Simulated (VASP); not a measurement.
# CoSi (WC type) (P-6m2) in VASP: single point with PBE

Aim: the single point of CoSi (WC type) with PBE.

All numbers are computed with VASP 6.6.1; they aren't measurements. Logs are shortened: lines on timing, memory, paths and dates and some standing lists are left out, and cuts for length are marked.

## (1) The cell of the first run

Symmetry: P-6m2, No. 187, hexagonal system. Conventional cell: a = 2.396 Å, b = 2.396 Å, c = 3.327 Å, α = 90.00°, β = 90.00°, γ = 120.00°. Co (site symmetry -6m2) has 6 Si at 2.16 Å and 6 Co at 2.40 Å within 2.9 Å. Si (site symmetry -6m2) has 6 Co at 2.16 Å and 6 Si at 2.40 Å within 2.9 Å.

## (2) Single point, PBE

File INCAR:

```
PREC = Accurate
ENCUT = 690
EDIFF = 1E-6
ISMEAR = -1
SIGMA = 0.1
LREAL = F
LASPH = T
NELM = 120
ALGO = Normal
ISIF = 2
LWAVE = F
LCHARG = F
GGA = PE
NBANDS = 18
GGA_COMPAT = F
```

File KPOINTS:

```
regular mesh
0
Gamma
  16 16 15
```

File POSCAR:

```
CoSi
1.0
    2.3962589097      0.0000000000      0.0000000000
   -1.1981294548      2.0752210898      0.0000000000
    0.0000000000      0.0000000000      3.3267798050
Co Si
1 1
Direct
    0.0000000000      0.0000000000      0.0000000000
    0.3333333333      0.6666666667      0.5000000000
```

Potentials or basis: VASP PAW PBE potentials, release 64 (Co_sv, Si).

Run with:

```bash
$ cat potpaw_PBE.64/Co_sv/POTCAR potpaw_PBE.64/Si/POTCAR > POTCAR
$ mpirun -np 1 vasp_std > vasp.out
```

OUTCAR:

```text
PREC = Accurate
   ENCUT = 690
   EDIFF = 1E-6
   ISMEAR = -1
   LREAL = F
   LASPH = T
   NELM = 120
   ISIF = 2
   GGA = PE

 ion  position               nearest neighbor table
   1  0.000  0.000  0.000-   2 2.16   2 2.16   2 2.16   2 2.16   2 2.16   2 2.16
   2  0.333  0.667  0.500-   1 2.16   1 2.16   1 2.16   1 2.16   1 2.16   1 2.16

  LATTYP: Found a hexagonal cell.
 ALAT       =     2.3962589097
 C/A-ratio  =     1.3883223518

  Lattice vectors:

 A1 = (   2.3962589097,   0.0000000000,   0.0000000000)
 A2 = (  -1.1981294548,   2.0752210898,   0.0000000000)
 A3 = (   0.0000000000,   0.0000000000,   3.3267798050)

Analysis of symmetry for initial positions (statically):
=====================================================================
 Subroutine PRICEL returns:
 Original cell was already a primitive cell.

 Routine SETGRP: Setting up the symmetry group for a
 hexagonal supercell.

 Subroutine GETGRP returns: Found 12 space group operations
 (whereof 12 operations were pure point group operations)
 out of a pool of 24 trial point group operations.

The static configuration has the point symmetry D_3h.

Analysis of symmetry for dynamics (positions and initial velocities):
=====================================================================
 Subroutine PRICEL returns:
 Original cell was already a primitive cell.

 Routine SETGRP: Setting up the symmetry group for a
 hexagonal supercell.

 Subroutine GETGRP returns: Found 12 space group operations
 (whereof 12 operations were pure point group operations)
 out of a pool of 24 trial point group operations.

The dynamic configuration has the point symmetry D_3h.

 Subroutine INISYM returns: Found 12 space group operations
 (whereof 12 operations are pure point group operations),
 and found     1 'primitive' translations

----------------------------------------------------------------------------------------

                                     Primitive cell

  volume of cell :      16.5433

  direct lattice vectors                    reciprocal lattice vectors
     2.396258910  0.000000000  0.000000000     0.417317176  0.240938184  0.000000000
    -1.198129455  2.075221090  0.000000000     0.000000000  0.481876367  0.000000000
     0.000000000  0.000000000  3.326779805     0.000000000  0.000000000  0.300590979

  length of vectors
[... 79 lines left out ...]
   LASPH  =      T    aspherical Exc in radial PAW
   ENCUT  =  690.0 eV  50.71 Ry    7.12 a.u.   5.13  5.13  7.13*2*pi/ulx,y,z
   NELM   =    120;   NELMIN=  2; NELMDL= -5     # of ELM steps
   EDIFF  = 0.1E-05   stopping-criterion for ELM
   LREAL  =      F    real-space projection
   EDIFFG = 0.1E-04   stopping-criterion for IOM
   NSW    =      0    number of steps for IOM
   IBRION =     -1    ionic relax: 0-MD 1-quasi-New 2-CG
   NFREE  =      0    steps in history (QN), initial steepest desc. (CG)
   ISIF   =      2    stress and relaxation
   ISYM   =      2    0-nonsym 1-usesym 2-fastsym
   POTIM  = 0.5000    time-step for ionic-motion
   TEBEG  =    0.0;   TEEND  =   0.0 temperature during run
   PSTRESS=    0.0 pullay stress
   NELECT =      21.0000    total number of electrons
   NUPDOWN=      -1.0000    fix difference up-down
   EMIN   =  10.00;   EMAX   =-10.00  energy-range for DOS
   EFERMI =   0.00;   METHOD = LEGACY
   ISMEAR =    -1;   SIGMA  =   0.10  broadening in eV -4-tet -1-fermi 0-gaus
   EFERMI_NEDOS =   21; number of points for ismear=-14 and -15
   IALGO  =     38    algorithm
   IMIX   =      4    mixing-type and parameters
     AMIX     =   0.40;   BMIX     =  1.00
     AMIX_MAG =   1.60;   BMIX_MAG =  1.00
  volume/ion in A,a.u.               =       8.27        55.82
  Fermi-wavevector in a.u.,A,eV,Ry     =   1.772586  3.349701 42.750316  3.142060
  Thomas-Fermi vector in A             =   2.838948
   LORBIT       =      0    0 simple, 1 ext, 2 COOP (PROOUT), +10 PAW based schemes
   GGA     = PE    functional components
   LHFCALC =     F    Hartree Fock is set to
   AEXX    =    0.0000 exact exchange contribution
   IVDW    =     0    specifies the selected vdW correction
   LEPSILON=     F    determine dielectric tensor
   LRPA    =     F    only Hartree local field effects (RPA)
 non-spin polarized calculation
  energy-cutoff  :      690.00
  volume of cell :       16.54
 maximum number of plane-waves:       693
 NGX is ok and might be reduce to    24
   NGX = 11   NGY = 11   NGZ = 15

 number of electron      20.9999980 magnetization

 Free energy of the ion-electron system (eV)
  ---------------------------------------------------
  ext. energy  EPLUGINS =         0.00000000
  ---------------------------------------------------
  free energy    TOTEN  =       -11.61871705 eV

  energy without entropy =      -11.58117652  energy(sigma->0) =      -11.59994679

 E-fermi :  18.3366     XC(G=0): -14.6261

 val. band max:       18.3335560329   @ k =   0.3125   0.1250   0.4667
 cond. band min:      18.3490714892   @ k =   0.2500   0.1875   0.4000
 fundamental gap:      0.0155154563
 Fermi energy:        18.3365734241

 k-point     1 :       0.0000    0.0000    0.0000
  band No.  band energies     occupation
      1     -77.2287      2.00000
      2     -40.8456      2.00000
      3     -40.2401      2.00000
      4     -40.2401      2.00000
      5       1.4434      2.00000
      6      12.0995      2.00000
[... 481 lines left out ...]
      5       6.1179      2.00000
      6      12.8174      2.00000
[... 10 lines left out ...]
     17      34.6155      0.00000
     18      36.9332      0.00000

 [... further k-points ...]

------------------------ aborting loop because EDIFF is reached ----------------------------------------

  FORCE on cell =-STRESS in cart. coord.  units (eV):
  Direction    XX          YY          ZZ          XY          YZ          ZX
  --------------------------------------------------------------------------------------
  -------------------------------------------------------------------------------------
  Total       12.2729638     12.2729638     12.3038482      0.0000000      0.0000000      0.0000000
  in kB     1188.6058592   1188.6058592   1191.5969352      0.0000000      0.0000000      0.0000000
  external PRESSURE =    1189.6028845 kB  Pullay stress =       0.0000000 kB

 VOLUME and BASIS-vectors are now :
 -----------------------------------------------------------------------------
  energy-cutoff  :      690.00
  volume of cell :       16.54
      direct lattice vectors                 reciprocal lattice vectors
     2.396258910  0.000000000  0.000000000     0.417317176  0.240938184  0.000000000
    -1.198129455  2.075221090  0.000000000     0.000000000  0.481876367  0.000000000
     0.000000000  0.000000000  3.326779805     0.000000000  0.000000000  0.300590979

 POSITION                                       TOTAL-FORCE (eV/Angst)
 -----------------------------------------------------------------------------------
      0.00000      0.00000      0.00000         0.000000      0.000000      0.000000
     -0.00000      1.38348      1.66339        -0.000000      0.000000      0.000000
 -----------------------------------------------------------------------------------
    total drift:                               -0.000000      0.000000      0.000000

  FREE ENERGIE OF THE ION-ELECTRON SYSTEM (eV)
  ---------------------------------------------------
  free  energy   TOTEN  =       -11.6187170484 eV

  energy  without entropy=      -11.5811765247  energy(sigma->0) =      -11.59994679
```

stdout:

```text
POSCAR found type information on POSCAR CoSi
 POSCAR found :  2 types and       2 ions
 scaLAPACK will be used
 LDA part: xc-table for (Slater+PW92), standard interpolation
 POSCAR, INCAR and KPOINTS ok, starting setup
 FFT: planning ... GRIDC
 FFT: planning ... GRID_SOFT
 FFT: planning ... GRID
 WAVECAR not read
 entering main loop
```

Wall time 72 s (1 thread of Intel Xeon Platinum 8259CL at 2.50GHz (Skylake/Cascade Lake), shared host); peak memory 0.22 GiB.

Results:

```
Free energy            : -11.6187 eV
Pressure               : 119.0 GPa
Band gap on the k mesh : zero (an odd number of electrons rules out a gap without spin polarisation)
```

Caveat: the cell stands under pressure; an odd number of electrons without spin polarisation forces a metal; a magnetic or distorted state may lie lower.
